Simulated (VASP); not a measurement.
A run of VASP 6.6.1:

The input INCAR:

```
SYSTEM = Hg
PREC = Accurate
ENCUT = 520
EDIFF = 1E-6
ISMEAR = -1
SIGMA = 0.1
LREAL = .False.
LASPH = .True.
NELM = 100
ALGO = Normal
ISIF = 2
LWAVE = .False.
LCHARG = .True.
GGA = PS
LELF = .True.
LVHAR = .True.
NBANDS = 19
```

The input KPOINTS:

```
regular mesh
0
Gamma
  19 19 10
  0 0 0
```

POSCAR

```
Hg
1.0
    3.3131499559      0.0000000000      0.0000000000
   -1.6565749780      2.8692720284      0.0000000000
    0.0000000000      0.0000000000      5.5543880476
Hg
2
Direct
    0.3333333333      0.6666666667      0.2500000000
    0.6666666667      0.3333333333      0.7500000000
```

Potentials or basis: VASP PAW PBE potentials, release 64 (Hg).

Run with:

```console
$ cat potpaw_PBE.64/Hg/POTCAR > POTCAR
$ mpirun -np 1 vasp_std > vasp.out
```

Hardware: 1 thread of AMD EPYC 9R45 96-Core Processor (Zen 5), with other jobs on the host.

Problem. How long does it take, and how much memory?

Solution. Run time: 87 s on 1 thread of AMD EPYC 9R45 96-Core Processor (Zen 5), on a shared host, peak memory 0.29 GiB. Counts: scf iterations 11, k points 240.
